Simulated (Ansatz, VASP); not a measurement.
**NaI in VASP and in Ansatz**

INCAR

```
SYSTEM = NaI
PREC = Accurate
ENCUT = 520
EDIFF = 1E-6
ISMEAR = 0
SIGMA = 0.05
LREAL = .FALSE.
LASPH = .TRUE.
NELM = 100
ALGO = Normal
ISIF = 2
LWAVE = .FALSE.
LCHARG = .TRUE.
GGA = PS
LELF = .TRUE.
LVHAR = .TRUE.
NBANDS = 22
```

File KPOINTS:

```
regular mesh
0
G
  8 8 8
  0 0 0
```

POSCAR

```
NaI
1.0
   -2.2145135000      2.2145135000      8.3637720000
    2.2145135000     -2.2145135000      8.3637720000
    2.2145135000      2.2145135000     -8.3637720000
Na I
2 2
Direct
    0.2500000000      0.7500000000      0.5000000000
    0.5000000000      0.5000000000      0.0000000000
    0.7500000000      0.2500000000      0.5000000000
    0.0000000000      0.0000000000      0.0000000000
```

Input for Ansatz:

```yaml
crystal:
  lattice:
    - [-2.2145135, 2.2145135, 8.363772]
    - [2.2145135, -2.2145135, 8.363772]
    - [2.2145135, 2.2145135, -8.363772]
  atoms:
    - { symbol: Na, position: [0.25, 0.75, 0.5] }
    - { symbol: Na, position: [0.5, 0.5, 0.0] }
    - { symbol: I, position: [0.75, 0.25, 0.5] }
    - { symbol: I, position: [0.0, 0.0, 0.0] }
basis:
  ecutwfc: 420
kpoints:
  mp_grid: { grid: [8, 8, 8] }
hamiltonian:
  xc: pbesol
scf:
  occupations: { method: gaussian, width: 0.05 }
output:
  forces: true
  stress: true
  eigenvalues: true
```

Alike in both runs: task single point; functional PBEsol; k mesh 8 × 8 × 8; occupations gaussian, width 0.05 eV; no spin polarisation.

|  | VASP | Ansatz |
| --- | --- | --- |
| version | VASP 6.6.1 | Ansatz 0.2.0 |
| potentials or method | VASP PAW PBE potentials, release 64 (Na_pv, I), cutoff 520 eV | scalar-relativistic, plane waves, PAW |
| valence electrons in the cell | 28 | 52 |

|  | VASP | Ansatz | Ansatz less VASP |
| --- | --- | --- | --- |
| gap on the k mesh at the Fermi level (eV) | 3.00 | 3.00 | +0.001 |
| least direct gap on the mesh (eV) | 3.04 | 3.04 | +0.001 |
| pressure (GPa) | -0.5 | -0.5 | -0.03 |
| traceless stress, the component that is largest in VASP (GPa) | 0.20 | 0.22 | +0.023 |

VASP's potentials were made for PBE, not for PBEsol. VASP's potentials hold 28 valence electrons a cell and Ansatz's 52, so a difference there can come from the potentials and not from the codes.

Neither program's run includes spin-orbit coupling.
